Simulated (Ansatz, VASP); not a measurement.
# Co in VASP and in Ansatz

Contents of INCAR:

```
PREC = Accurate
ENCUT = 600
EDIFF = 1E-6
ISMEAR = -1
SIGMA = 0.1
LREAL = F
LASPH = T
NELM = 120
ALGO = Normal
ISIF = 2
LWAVE = F
LCHARG = F
GGA = B5
ALDAX = 1.0
AGGAX = 1.0
AGGAC = 1.0
ALDAC = 0.0
NBANDS = 10
GGA_COMPAT = F
```

The input KPOINTS:

```
Automatic mesh
0
Gamma
  17 17 17
```

Contents of POSCAR:

```
Co
1.0
    0.0000000000      1.7307561942      1.7307561942
    1.7307561942      0.0000000000      1.7307561942
    1.7307561942      1.7307561942      0.0000000000
Co
1
Direct
    0.0000000000      0.0000000000      0.0000000000
```

Input for Ansatz:

```yaml
crystal:
  lattice:
    - [0.0, 1.7307561942, 1.7307561942]
    - [1.7307561942, 0.0, 1.7307561942]
    - [1.7307561942, 1.7307561942, 0.0]
  atoms:
    - { symbol: Co, position: [0.0, 0.0, 0.0] }
hamiltonian:
  xc: blyp
  pseudopotentials:
    kind: paw
    azcp:
      Co: "pseudopotentials/Co.paw.azcp"
basis:
  ecutwfc: 420
  fft_grid_basis: typed
kpoints:
  mp_grid: { grid: [17, 17, 17], shift: [0, 0, 0] }
magnetization:
  spin_polarized: false
scf:
  occupations: { method: fermi_dirac, width: 0.1 }
  lower_state_search: "off"
output:
  stress: true
```

Alike in both runs: task single point; functional BLYP; k mesh 17 × 17 × 17; occupations fermi-dirac, width 0.1 eV; no spin polarisation.

```csv
,VASP,Ansatz
version,VASP 6.6.1,Ansatz 0.2.0
potentials or method,"VASP PAW PBE potentials, release 64 (Co), cutoff 600 eV","plane waves (420 eV) with PAW, scalar-relativistic"
valence electrons in the cell,9,17
```

|  | VASP | Ansatz | Ansatz less VASP |
| --- | --- | --- | --- |
| pressure (GPa) | 9.5 | 9.9 | +0.41 |

VASP's potentials were made for PBE, not for BLYP. VASP's potentials hold 9 valence electrons a cell and Ansatz's 17, so a difference there can come from the potentials and not from the codes.
